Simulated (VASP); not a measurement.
Runs of VASP 6.6.1 on Si. The structure is that of space group Imma (No. 74), or close to it. The cells are those of the table. 

| cell | gap on the mesh (eV) | pressure (GPa) | largest force (eV/Å) |
| --- | --- | --- | --- |
| a = 3.484 Å, angles 100.2, 95.0, 137.4°, 2 atoms | none | 14.4 | - |
| a = 3.576 Å, angles 100.2, 95.0, 137.4°, 2 atoms | none | 2.5 | 0.07 |
| a = 3.436 Å, angles 100.2, 95.0, 137.4°, 2 atoms | none | 22.4 | 0.05 |
| a = 3.507 Å, angles 100.2, 95.0, 137.4°, 2 atoms | none | (b) | (a) |
| a = 3.554 Å, angles 100.2, 95.0, 137.4°, 2 atoms | none | 5.1 | 0.05 |

Alike in all rows: task single point; level LDA; potentials or basis VASP PAW LDA potentials, release 64 (Si); no spin polarisation; k mesh 13 × 13 × 13; cutoff (eV) 520; smearing fermi-dirac 0.1 eV.

Fill in the values left out.

(a) 0.02; (b) 11.0.

A gap of «none» marks levels without a gap at the run's occupations.
